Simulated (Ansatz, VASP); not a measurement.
**One calculation of Cu, two programs**

```xyz
2
Lattice="2.4772 0.0000 0.0000 -1.2386 2.1453 0.0000 0.0000 0.0000 4.0990" Properties=species:S:1:pos:R:3 pbc="T T T"
Cu    0.0000    1.4302    1.0248
Cu    1.2386    0.7151    3.0743
```

Alike in both runs: functional LDA; k mesh 15 × 15 × 8; no spin polarisation.

Ansatz relaxed the structure, and its values are those at the end. VASP's run is a single point on that final structure, the one shown.

|  | VASP | Ansatz |
| --- | --- | --- |
| version | VASP 6.6.1 | Ansatz 0.2.0 |
| potentials or method | VASP PAW LDA potentials, release 64 (Cu), cutoff 520 eV | plane waves, PAW |
| occupations | methfessel-paxton of order 1, width 0.15 eV | cold, width 0.15 eV |
| valence electrons in the cell | 22 | 38 |

```csv
,VASP,Ansatz,Ansatz less VASP
pressure (GPa),0.9,0.0,-0.95
```

LDA's correlation is that of Perdew and Zunger in VASP and of Perdew and Wang (1992) in Ansatz. VASP's potentials hold 22 valence electrons a cell and Ansatz's 38, so a difference there can come from the potentials and not from the codes.
